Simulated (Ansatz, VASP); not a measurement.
## Two plane-wave programs on CaB6

```
CELL_PARAMETERS angstrom
4.48798 0.00000 0.00000
0.00000 4.48798 0.00000
0.00000 0.00000 4.85415
ATOMIC_POSITIONS crystal
Ca 0.00000 0.00000 0.05605
B 0.80790 0.80789 0.55574
B 0.19210 0.19211 0.55574
B 0.19211 0.80790 0.55574
B 0.80789 0.19210 0.55574
B 0.00000 0.50000 0.55477
B 0.50000 0.00000 0.55477
```

Alike in both runs: functional PBE; k mesh 4 × 4 × 4; occupations gaussian, width 0.2 eV; no spin polarisation.

Ansatz relaxed the structure, and its values are those at the end. VASP's run is a single point on that final structure, the one shown.

|  | VASP | Ansatz |
| --- | --- | --- |
| version | VASP 6.6.1 | Ansatz 0.2.0 |
| potentials or method | VASP PAW PBE potentials, release 64 (Ca_sv, B), cutoff 520 eV | scalar-relativistic, plane waves, PAW |
| valence electrons in the cell | 28 | 28 |

|  | VASP | Ansatz | Ansatz less VASP |
| --- | --- | --- | --- |
| gap on the k mesh at the Fermi level (eV) | none | none | - |
| pressure (GPa) | -0.2 | -0.2 | -0.05 |
| rms of the force components (eV/Å) | 0.006 | 0.006 | +0.0003 |

A gap of «none» marks a metal or a gap that the smearing closes.
